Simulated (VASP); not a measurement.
# TmI4 (P6mm) in VASP: notebook

TmI4 is run at these levels: PBE; tasks: relaxation of cell and atoms, single point.

All numbers are computed with VASP 6.6.1; they aren't measurements. Logs are shortened: lines on timing, memory, paths and dates and some standing lists are left out, and cuts for length are marked.

### 1 The cell of the first run

It takes space group P6mm (No. 183, hexagonal). Conventional cell: a = 4.820 Å, b = 4.820 Å, c = 10.657 Å, α = 90.00°, β = 90.00°, γ = 120.00°. Tm (site symmetry 6mm) has 12 I at 3.60 to 4.22 Å and 6 Tm at 4.82 Å within 4.9 Å. Within 3.7 Å of I (site symmetry 3m) lie 3 I at 2.78 Å and 3 Tm at 3.60 Å. Within 3.7 Å of I (site symmetry 3m) lie 3 I at 2.78 Å.

The cell was generated, and may not be a known phase.

### 2 Relaxation of cell and atoms, PBE

Contents of INCAR:

```
SYSTEM = TmI4
PREC = Accurate
ENCUT = 500
EDIFF = 1E-7
ISMEAR = 0
SIGMA = 0.2
LREAL = .FALSE.
LASPH = .TRUE.
NELM = 200
ALGO = Normal
ISIF = 3
LWAVE = .FALSE.
LCHARG = .FALSE.
GGA = PE
IBRION = 2
NSW = 36
EDIFFG = -0.08
GGA_COMPAT = .FALSE.
NELMIN = 4
LMAXMIX = 6
```

Contents of KPOINTS:

```
regular mesh
0
G
  4 4 2
  0 0 0
```

Contents of POSCAR:

```
TmI4
1.0
    4.8199046700      0.0000000000      0.0000000000
   -2.4099523400      4.1741598900      0.0000000000
    0.0000000000      0.0000000000     10.6571751200
Tm I
1 4
Direct
    0.0000000000      0.0000000000      0.0953600400
    0.3333333300      0.6666666700      0.3102613900
    0.6666666700      0.3333333300      0.3102613900
    0.3333333300      0.6666666700      0.7982393600
    0.6666666700      0.3333333300      0.7982393600
```

Potentials or basis: VASP PAW PBE potentials, release 64 (Tm_3, I), 4f in core.

On the command line:

```console
cat potpaw_PBE.64/Tm_3/POTCAR potpaw_PBE.64/I/POTCAR > POTCAR
mpirun -np 1 vasp_std > vasp.out
```

OUTCAR:

```text
SYSTEM = TmI4
   PREC = Accurate
   ENCUT = 500
   EDIFF = 1E-7
   ISMEAR = 0
   LREAL = .FALSE.
   LASPH = .TRUE.
   NELM = 200
   ISIF = 3
   GGA = PE
   IBRION = 2
   NSW = 36
   EDIFFG = -0.08
   NELMIN = 4

 ion  position               nearest neighbor table
   1  0.000  0.000  0.095-   2 3.60   3 3.60   3 3.60   2 3.60   3 3.60   2 3.60
   2  0.333  0.667  0.310-   3 2.78   3 2.78   3 2.78   1 3.60   1 3.60   1 3.60
   3  0.667  0.333  0.310-   2 2.78   2 2.78   2 2.78   1 3.60   1 3.60   1 3.60
   4  0.333  0.667  0.798-   5 2.78   5 2.78   5 2.78
   5  0.667  0.333  0.798-   4 2.78   4 2.78   4 2.78

  LATTYP: Found a hexagonal cell.
 ALAT       =     4.8199046700
 C/A-ratio  =     2.2110759133

  Lattice vectors:

 A1 = (   4.8199046700,   0.0000000000,   0.0000000000)
 A2 = (  -2.4099523400,   4.1741598900,   0.0000000000)
 A3 = (   0.0000000000,   0.0000000000,  10.6571751200)

Analysis of symmetry for initial positions (statically):
=====================================================================
 Subroutine PRICEL returns:
 Original cell was already a primitive cell.

 Routine SETGRP: Setting up the symmetry group for a
 hexagonal supercell.

 Subroutine GETGRP returns: Found 12 space group operations
 (whereof 12 operations were pure point group operations)
 out of a pool of 24 trial point group operations.

The static configuration has the point symmetry C_6v.

Analysis of symmetry for dynamics (positions and initial velocities):
=====================================================================
 Subroutine PRICEL returns:
 Original cell was already a primitive cell.

 Routine SETGRP: Setting up the symmetry group for a
 hexagonal supercell.

 Subroutine GETGRP returns: Found 12 space group operations
 (whereof 12 operations were pure point group operations)
 out of a pool of 24 trial point group operations.

The dynamic configuration has the point symmetry C_6v.

 Subroutine INISYM returns: Found 12 space group operations
 (whereof 12 operations are pure point group operations),
 and found     1 'primitive' translations

----------------------------------------------------------------------------------------

                                     Primitive cell

  volume of cell :     214.4123

  direct lattice vectors                    reciprocal lattice vectors
     4.819904670  0.000000000  0.000000000     0.207472983  0.119784583  0.000000000
    -2.409952340  4.174159890  0.000000000     0.000000000  0.239569165  0.000000000
     0.000000000  0.000000000 10.657175120     0.000000000  0.000000000  0.093833496

  length of vectors
     4.819904670  4.819904674 10.657175120     0.239569165  0.239569165  0.093833496

  position of ions in fractional coordinates (direct lattice)
     0.000000000  0.000000000  0.095360040
     0.333333330  0.666666670  0.310261390
     0.666666670  0.333333330  0.310261390
     0.333333330  0.666666670  0.798239360
     0.666666670  0.333333330  0.798239360

  ion indices of the primitive-cell ions
   primitive index   ion index
                 1           1
                 2           2
                 3           3
                 4           4
                 5           5

----------------------------------------------------------------------------------------

 KPOINTS: regular mesh

Automatic generation of k-mesh.
 Grid dimensions read from file:
 generate k-points for:    4    4    2

 Generating k-lattice:

  Cartesian coordinates                     Fractional coordinates (reciprocal lattice)
     0.051868246  0.029946146  0.000000000     0.250000000  0.000000000  0.000000000
     0.000000000  0.059892291  0.000000000     0.000000000  0.250000000  0.000000000
     0.000000000  0.000000000  0.046916748     0.000000000  0.000000000  0.500000000

  Length of vectors
     0.059892291  0.059892291  0.046916748

  Shift w.r.t. Gamma in fractional coordinates (k-lattice)
     0.000000000  0.000000000  0.000000000

 Subroutine IBZKPT returns following result:
 ===========================================

 Found      8 irreducible k-points:

 Following reciprocal coordinates:
            Coordinates               Weight
  0.000000  0.000000  0.000000      1.000000
  0.250000  0.000000  0.000000      6.000000
  0.500000  0.000000  0.000000      3.000000
  0.250000  0.250000  0.000000      6.000000
  0.000000  0.000000  0.500000      1.000000
  0.250000  0.000000  0.500000      6.000000
  0.500000  0.000000  0.500000      3.000000
  0.250000  0.250000  0.500000      6.000000
   k-points           NKPTS =      8   k-points in BZ     NKDIM =      8   number of bands    NBANDS=     22
   number of dos      NEDOS =    301   number of ions     NIONS =      5
   total plane-waves  NPLWV = 103680
   dimension x,y,z NGX =    36 NGY =   36 NGZ =   80
   dimension x,y,z NGXF=    72 NGYF=   72 NGZF=  160
   ions per type =               1   4
   NGX,Y,Z   is equivalent  to a cutoff of  12.42, 12.42, 12.48 a.u.
   NGXF,Y,Z  is equivalent  to a cutoff of  24.83, 24.83, 24.96 a.u.
 SYSTEM =  TmI4
   PREC   = accura    normal or accurate (medium, high low for compatibility)
   ISTART =      0    job   : 0-new  1-cont  2-samecut
   ICHARG =      2    charge: 1-file 2-atom 10-const
   ISPIN  =      1    spin polarized calculation?
   LNONCOLLINEAR =      F non collinear calculations
   LSORBIT =      F    spin-orbit coupling
   LASPH  =      T    aspherical Exc in radial PAW
   ENCUT  =  500.0 eV  36.75 Ry    6.06 a.u.   8.79  8.79 19.43*2*pi/ulx,y,z
   NELM   =    200;   NELMIN=  4; NELMDL= -5     # of ELM steps
   EDIFF  = 0.1E-06   stopping-criterion for ELM
   LREAL  =      F    real-space projection
   EDIFFG = -.8E-01   stopping-criterion for IOM
   NSW    =     36    number of steps for IOM
   IBRION =      2    ionic relax: 0-MD 1-quasi-New 2-CG
   NFREE  =      1    steps in history (QN), initial steepest desc. (CG)
   ISIF   =      3    stress and relaxation
   ISYM   =      2    0-nonsym 1-usesym 2-fastsym
   POTIM  = 0.5000    time-step for ionic-motion
   TEBEG  =    0.0;   TEEND  =   0.0 temperature during run
   PSTRESS=    0.0 pullay stress
   NELECT =      37.0000    total number of electrons
   NUPDOWN=      -1.0000    fix difference up-down
   EMIN   =  10.00;   EMAX   =-10.00  energy-range for DOS
   EFERMI =   0.00;   METHOD = LEGACY
   ISMEAR =     0;   SIGMA  =   0.20  broadening in eV -4-tet -1-fermi 0-gaus
   EFERMI_NEDOS =   21; number of points for ismear=-14 and -15
   IALGO  =     38    algorithm
   IMIX   =      4    mixing-type and parameters
     AMIX     =   0.40;   BMIX     =  1.00
     AMIX_MAG =   1.60;   BMIX_MAG =  1.00
  volume/ion in A,a.u.               =      42.88       289.39
  Fermi-wavevector in a.u.,A,eV,Ry     =   0.911435  1.722362 11.302538  0.830713
  Thomas-Fermi vector in A             =   2.035714
   LORBIT       =      0    0 simple, 1 ext, 2 COOP (PROOUT), +10 PAW based schemes
   GGA     = PE    functional components
   LHFCALC =     F    Hartree Fock is set to
   AEXX    =    0.0000 exact exchange contribution
   IVDW    =     0    specifies the selected vdW correction
   LEPSILON=     F    determine dielectric tensor
   LRPA    =     F    only Hartree local field effects (RPA)
 conjugate gradient relaxation of ions
 non-spin polarized calculation
 Gauss-broadening in eV      SIGMA  =   0.20
  energy-cutoff  :      500.00
  volume of cell :      214.41
 maximum number of plane-waves:      5472
 NGX is ok and might be reduce to    36
   NGX = 17   NGY = 17   NGZ = 39

--------------------------------------- Ionic step        1  -------------------------------------------

 number of electron      36.9999998 magnetization

 Free energy of the ion-electron system (eV)
  ---------------------------------------------------
  ext. energy  EPLUGINS =         0.00000000
  ---------------------------------------------------
  free energy    TOTEN  =        -5.74839264 eV

  energy without entropy =       -5.68647655  energy(sigma->0) =       -5.71743459

------------------------ aborting loop because EDIFF is reached ----------------------------------------

  FORCE on cell =-STRESS in cart. coord.  units (eV):
  Direction    XX          YY          ZZ          XY          YZ          ZX
  --------------------------------------------------------------------------------------
  -------------------------------------------------------------------------------------
  Total       21.3766175     21.3766175     -3.1960686     -0.0000000      0.0000000     -0.0000000
  in kB      159.7349455    159.7349456    -23.8823495     -0.0000002      0.0000000     -0.0000000
  external PRESSURE =      98.5291805 kB  Pullay stress =       0.0000000 kB
[... 98 lines left out ...]
  FREE ENERGIE OF THE ION-ELECTRON SYSTEM (eV)
  ---------------------------------------------------
  free  energy   TOTEN  =        -9.0148501591 eV

  energy  without entropy=       -8.8949527593  energy(sigma->0) =       -8.95490146

[... ionic steps 4 to 22 ...]

--------------------------------------- Ionic step       23  -------------------------------------------

 number of electron      37.0000001 magnetization

------------------------ aborting loop because EDIFF is reached ----------------------------------------

  FORCE on cell =-STRESS in cart. coord.  units (eV):
  Direction    XX          YY          ZZ          XY          YZ          ZX
  --------------------------------------------------------------------------------------
  -------------------------------------------------------------------------------------
  Total       -0.9175098     -0.9175098     -0.4220655      0.0000000      0.0000000      0.0000000
  in kB       -6.1611665     -6.1611665     -2.8342103      0.0000000      0.0000000      0.0000000
  external PRESSURE =      -5.0521811 kB  Pullay stress =       0.0000000 kB
[... 63 lines left out ...]
  energy  without entropy=      -11.5410982653  energy(sigma->0) =      -11.54982580

--------------------------------------- Ionic step       25  -------------------------------------------

 number of electron      37.0000007 magnetization

 Free energy of the ion-electron system (eV)
  ---------------------------------------------------
  ext. energy  EPLUGINS =         0.00000000
  ---------------------------------------------------
  free energy    TOTEN  =       -11.56311514 eV

  energy without entropy =      -11.54587974  energy(sigma->0) =      -11.55449744

 E-fermi :   2.8763     XC(G=0):  -7.4566

 val. band max:        2.7568641675   @ k =   0.0000   0.0000   0.0000
 cond. band min:       2.8791366672   @ k =   0.0000   0.0000   0.5000
 fundamental gap:      0.1222724997
 Fermi energy:         2.8763373263

 k-point     1 :       0.0000    0.0000    0.0000
  band No.  band energies     occupation
      1     -25.6213      2.00000
      2     -25.3519      2.00000
      3     -25.3519      2.00000
      4     -11.5777      2.00000
      5     -10.5056      2.00000
      6      -9.4926      2.00000
[... 221 lines left out ...]
  FREE ENERGIE OF THE ION-ELECTRON SYSTEM (eV)
  ---------------------------------------------------
  free  energy   TOTEN  =       -11.5631151444 eV

  energy  without entropy=      -11.5458797442  energy(sigma->0) =      -11.55449744

 reached required accuracy - stopping structural energy minimisation
```

Run time: 13 min. Hardware: 1 thread of Intel Xeon Platinum 8488C (Sapphire Rapids), shared host; peak memory 0.34 GiB.

What came out:

* Free energy: -11.5631 eV
* Relaxed volume: 46.67 Å³/atom
* Relaxed cell: a = 5.623 Å, b = 5.623 Å, c = 8.521 Å, α = 90.00°, β = 90.00°, γ = 120.00°
* Space group after relaxing (to 0.1 Å): P6mm (No. 183)
* Energy gained by relaxing: 1162.9 meV/atom
* Ionic steps: 25
* Pressure after relaxing: -0.1 GPa
* Largest force after relaxing: 0.052 eV/Å
* Band gap on the k mesh: zero (an odd number of electrons rules out a gap without spin polarisation)

Forces on the atoms (eV/Å):
```
Tm   0.000  0.000  0.052
I    0.000  0.000 -0.034
I    0.000  0.000 -0.034
I    0.000  0.000  0.008
I    0.000  0.000  0.008
```

Stress tensor (GPa, compression positive):
```
-0.09  0.00  0.00
 0.00 -0.09  0.00
 0.00  0.00  0.02
```

The path:
| step | energy change (eV) | largest force (eV/Å) | pressure (GPa) | volume (Å³) |
| --- | --- | --- | --- | --- |
| 1 | 0.0000 | 0.3306 | 9.85 | 214.41 |
| 2 | -3.2504 | 0.9814 | -2.12 | 302.36 |
| 3 | -3.2665 | 0.9776 | -1.56 | 290.72 |
| 4 | -3.2697 | 0.9799 | -1.70 | 293.27 |
| 5 | -4.0549 | 1.1582 | -2.33 | 276.47 |
| 6 | -5.1182 | 0.8115 | -2.81 | 246.70 |
| 7 | -2.7468 | 4.9541 | 10.53 | 179.53 |
| 8 | -5.0120 | 0.8607 | -2.83 | 241.89 |
| 9 | -5.0153 | 0.2298 | -1.03 | 211.81 |
| 10 | -5.0951 | 0.4634 | -2.15 | 224.83 |
| 11 | -5.1997 | 0.1967 | 2.85 | 188.46 |
| 12 | -5.3118 | 0.1377 | 0.30 | 202.27 |
| 13 | -5.5125 | 0.3478 | 0.72 | 202.63 |
| 14 | -5.5526 | 0.4548 | 1.31 | 202.50 |
| 15 | -5.6388 | 0.5427 | 0.04 | 216.89 |
| 16 | -5.6442 | 0.5614 | -0.22 | 220.88 |
| 17 | -5.7255 | 0.3996 | -0.42 | 223.02 |
| 18 | -5.7361 | 0.3138 | -0.49 | 224.15 |
| 19 | -5.7696 | 0.1288 | 0.69 | 218.71 |
| 20 | -5.7710 | 0.1460 | 0.49 | 219.57 |
| 21 | -5.7958 | 0.1301 | 0.37 | 224.25 |
| 22 | -5.8019 | 0.1173 | 0.30 | 228.80 |
| 23 | -5.8055 | 0.1086 | -0.51 | 238.59 |
| 24 | -5.8102 | 0.1121 | -0.18 | 234.32 |
| 25 | -5.8147 | 0.0523 | -0.05 | 233.35 |

Final structure:
```
Tm I
1.0
     5.62338    0.00000    0.00000
    -2.81169    4.86999    0.00000
     0.00000    0.00000    8.52097
Tm I
1 4
Cartesian
  0.0000 0.0000 1.2518
  0.0000 3.2467 2.2209
  2.8117 1.6233 2.2209
  0.0000 3.2467 7.0050
  2.8117 1.6233 7.0050
```

Caveat: the k points lie up to 0.37 Å⁻¹ apart in the final cell, too coarse for converged energies and pressures of a metal; a cell axis changed by over 15 % at a fixed basis, so the end point is rough; spin-orbit coupling is left out, which moves the levels of the heavy elements; this functional lacks dispersion, which binds layers or chains, so the pressure and a relaxed spacing across them are unreliable; the 4f electrons are frozen in the core, so they carry no moment and show no levels; an odd number of electrons without spin polarisation forces a metal; a magnetic or distorted state may lie lower; the run has no spin polarisation, though such a crystal can be magnetic; the relaxation stopped at a loose force limit of 0.08 eV/Å, so its end isn't a converged minimum.

### 3 Single point, PBE

This run uses another cell than the first one, of 48.58 Å³/atom.

Contents of INCAR:

```
SYSTEM = TmI4
PREC     = Accurate       ! precision mode
ENCUT    = 500            ! plane-wave cutoff, eV
EDIFF    = 1E-6           ! SCF threshold, eV
ISMEAR   = 0              ! smearing method
SIGMA    = 0.2            ! smearing width, eV
LREAL    = .False.        ! projectors in reciprocal space
LASPH    = .True.         ! aspherical terms in the spheres
NELM     = 200            ! most SCF steps
ALGO     = Normal         ! electronic algorithm
ISIF     = 2              ! what is computed and relaxed
LWAVE    = .False.        ! write WAVECAR
LCHARG   = .True.         ! write CHGCAR
GGA      = PE             ! functional
LELF     = .True.         ! ELF
LVHAR    = .True.       
NBANDS   = 26             ! bands
GGA_COMPAT= .False.      
LMAXMIX  = 6              ! l up to which the mixer works
```

Contents of KPOINTS:

```
regular mesh
0
Gamma
  4 4 2
  0 0 0
```

Contents of POSCAR:

```
TmI4
1.0
    5.5936937348      0.0000000034      0.0000000000
   -2.7968468703      4.8442808736      0.0000000000
    0.0000000000      0.0000000000      8.9638442433
Tm I
1 4
Direct
    0.0000000000      0.0000000000      0.1397439458
    0.3333333333      0.6666666667      0.2502096516
    0.6666666667      0.3333333333      0.2502096516
    0.3333333333      0.6666666667      0.8360991455
    0.6666666667      0.3333333333      0.8360991455
```

Potentials or basis: VASP PAW PBE potentials, release 64 (Tm_3, I), 4f in core.

On the command line:

```console
cat potpaw_PBE.64/Tm_3/POTCAR potpaw_PBE.64/I/POTCAR > POTCAR
mpirun -np 1 vasp_std > vasp.out
```

It took 44 s on 1 thread of AMD EPYC 9R45 (Zen 5), shared host; peak memory 0.32 GiB.

The run converged. Its results:

```
Free energy            : -11.5611 eV
Pressure               : 0.2 GPa
Largest force          : 0.024 eV/Å
Band gap on the k mesh : zero (an odd number of electrons rules out a gap without spin polarisation)
```

Forces in eV/Å, atoms in the order of the input:
```
Tm   0.000  0.000  0.024
I    0.000  0.000  0.005
I    0.000  0.000  0.005
I    0.000  0.000 -0.017
I    0.000  0.000 -0.017
```

Stress tensor (GPa, compression positive):
```
0.35 0.00 0.00
0.00 0.35 0.00
0.00 0.00 0.00
```

Levels at points of the mesh, in eV from the Fermi level:
```csv
k point,band 16,band 17,band 18,band 19,band 20,band 21
"(0.00, 0.00, 0.00)",-2.45,-1.19,-1.19,-0.70,-0.09,1.47
"(0.50, 0.00, 0.00)",-1.88,-1.47,-0.96,0.17,0.53,0.81
"(0.00, 0.00, 0.50)",-2.37,-1.20,-1.20,-0.83,0.00,1.47
"(0.50, 0.00, 0.50)",-1.87,-1.65,-0.96,0.16,0.53,0.82
```

Caveat: spin-orbit coupling is left out, which moves the levels of the heavy elements; this functional lacks dispersion, which binds layers or chains, so the pressure and a relaxed spacing across them are unreliable; the 4f electrons are frozen in the core, so they carry no moment and show no levels; an odd number of electrons without spin polarisation forces a metal; a magnetic or distorted state may lie lower; the run has no spin polarisation, though such a crystal can be magnetic.

The gap in the log of VASP goes by the Fermi energy; the results here count the filled bands.